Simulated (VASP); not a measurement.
The system is SbAuBr4.

```
Sb Au Br
1.0
     5.20987    0.00000    0.00000
     0.00000    5.20987    0.00000
     0.00000    0.00000    7.49755
Sb Au Br
1 1 4
Direct
  0.00000 0.00000 0.00000
  0.50000 0.50000 0.50000
  0.50000 0.00000 0.73275
  0.00000 0.50000 0.26725
  0.50000 0.00000 0.26725
  0.00000 0.50000 0.73275
```

```yaml
Program: VASP 6.6.1
Task: relaxation of cell and atoms
Functional: PBEsol
Potentials_or_basis: VASP PAW PBE potentials, release 64 (Sb, Au, Br)
Cutoff: 600 eV
k_mesh: 4 × 4 × 4
Occupations: fermi-dirac, width 0.03 eV
Spin: no spin polarisation
```

At the start: pressure -6.5 GPa; volume 33.92 Å³/atom.

**Question.** Where does the relaxation end?

**Answer.** Over 12 steps the energy falls by 203.8 meV/atom and the volume is 27.39 Å³/atom (-19.3 %); space group P4/mmm (No. 123, to 0.1 Å) before and after.

Step by step:
| step | energy change (eV) | largest force (eV/Å) | pressure (GPa) | volume (Å³) |
| --- | --- | --- | --- | --- |
| 1 | 0.0000 | 0.6755 | -6.54 | 203.50 |
| 2 | -1.1017 | 0.6335 | -0.54 | 165.39 |
| 3 | -1.1101 | 0.6231 | 0.37 | 162.50 |
| 4 | -1.1753 | 0.3944 | 0.33 | 162.63 |
| 5 | -1.2202 | 0.0074 | 0.45 | 162.87 |
| 6 | -1.2202 | 0.0045 | 0.46 | 162.88 |
| 7 | -1.2216 | 0.0162 | -0.33 | 165.44 |
| 8 | -1.2227 | 0.0076 | -0.03 | 164.42 |
| 9 | -1.2227 | 0.0073 | -0.03 | 164.39 |
| 10 | -1.2220 | 0.0012 | 0.22 | 163.63 |
| 11 | -1.2226 | 0.0077 | 0.00 | 164.36 |
| 12 | -1.2228 | 0.0057 | 0.01 | 164.32 |

Final structure:
```
Sb Au Br
1.0
     4.86535    0.00000    0.00000
     0.00000    4.86535    0.00000
     0.00000    0.00000    6.94171
Sb Au Br
1 1 4
Direct
  0.00000 0.00000 0.00000
  0.50000 0.50000 0.50000
  0.50000 0.00000 0.75049
  0.00000 0.50000 0.24951
  0.50000 0.00000 0.24951
  0.00000 0.50000 0.75049
```

Caveat: the volume moved by over 15 % at a fixed basis, so the end points are rough; the PAW data sets were made with another functional, which shifts forces and pressure a little.
